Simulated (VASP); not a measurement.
Here is a VASP 6.6.1 calculation.

File INCAR:

```
PREC     = Accurate       # precision mode
ENCUT    = 600            # plane-wave cutoff, eV
EDIFF    = 1E-6           # SCF threshold, eV
ISMEAR   = 0              # smearing method
SIGMA    = 0.1            # smearing width, eV
LREAL    = False          # projectors in reciprocal space
LASPH    = True           # aspherical terms in the spheres
NELM     = 100            # most SCF steps
ALGO     = Normal         # electronic algorithm
ISIF     = 3              # what is computed and relaxed
LWAVE    = False          # write WAVECAR
LCHARG   = False          # write CHGCAR
GGA      = PE             # functional
IBRION   = 2              # ionic algorithm
NSW      = 100            # ionic steps
EDIFFG   = -0.01          # ionic threshold
```

File KPOINTS:

```
regular mesh
0
Gamma
  8 8 10
```

POSCAR

```
B4N3
1.0
    2.4631752088     -4.1935376920      0.0000000000
    2.4631752088      4.1935376920      0.0000000000
   -1.6366397710      0.0000000000      2.8839830948
B N
4 3
Direct
    0.0533834331      0.5451335894      0.6670381734
    0.4548664106      0.9466165669      0.3329618266
    0.4938894276      0.5061105724      0.5000000000
    0.0008945420      0.9991054580      0.5000000000
    0.8323180878      0.1676819122      0.5000000000
    0.8446708707      0.6800796743      0.5437470006
    0.3199203257      0.1553291293      0.4562529994
```

Potentials or basis: VASP PAW PBE potentials, release 64 (B, N).

Launch:

```bash
$ cat potpaw_PBE.64/B/POTCAR potpaw_PBE.64/N/POTCAR > POTCAR
$ mpirun -np 1 vasp_std > vasp.out
```

(1) What does it give for the band gap on the k mesh?

(2) What does it give for the relaxed cell?

(3) Estimate the space group after relaxing (to 0.1 Å).

Answers

(1) zero (an odd number of electrons rules out a gap without spin polarisation).

(2) a = 4.874 Å, b = 4.874 Å, c = 3.324 Å, α = 104.84°, β = 104.84°, γ = 119.22°.

(3) C2 (No. 5).
